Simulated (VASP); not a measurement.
Wanted: the native input for a VASP 6.6.1 run.

- Task: single point
- Functional: PBEsol
- Potentials or basis: VASP PAW PBE potentials, release 64 (Rb_sv)
- Cutoff: 520 eV
- k mesh: 7 × 7 × 4
- Occupations: fermi-dirac, width 0.05 eV
- Spin: no spin polarisation
- Dipole correction: no
- Further INCAR settings: ALGO = Normal; EDIFF = 1e-06; NBANDS = 16

The structure of Rb lies in POSCAR:

```
Rb
1.0
   -2.7924969190      2.7924969190      2.7924969190
    2.7924969190     -2.7924969190      2.7924969190
    5.5849938380      5.5849938380      0.0000000000
Rb
2
Direct
    0.0000000000      0.0000000000      0.0000000000
    0.5000000000      0.5000000000      0.5000000000
```

One way to write it, as run:

INCAR

```
SYSTEM = Rb
  PREC = Accurate
  ENCUT = 520
  EDIFF = 1E-6
  ISMEAR = -1
  SIGMA = 0.05
  LREAL = .False.
  LASPH = .True.
  NELM = 100
  ALGO = Normal
  ISIF = 2
  LWAVE = .False.
  LCHARG = .False.
  GGA = PS
  NBANDS = 16
```

KPOINTS

```
Automatic mesh
0
Gamma
  7 7 4
  0 0 0
```

Potentials or basis: VASP PAW PBE potentials, release 64 (Rb_sv).

The run is started by

```console
$ cat potpaw_PBE.64/Rb_sv/POTCAR > POTCAR
$ mpirun -np 1 vasp_std > vasp.out
```

Results of the run:

```yaml
Pressure: 0.0 GPa
Band_gap_on_the_k_mesh: zero (bands 9 and 10 overlap by 2.32 eV)
```

Caveat: the PAW data sets were made with another functional, which shifts forces and pressure a little.

It took 94 s on 1 thread of Intel(R) Xeon(R) Platinum 8259CL CPU @ 2.50GHz (Skylake/Cascade Lake) (shared host), peak memory 0.3 GiB.
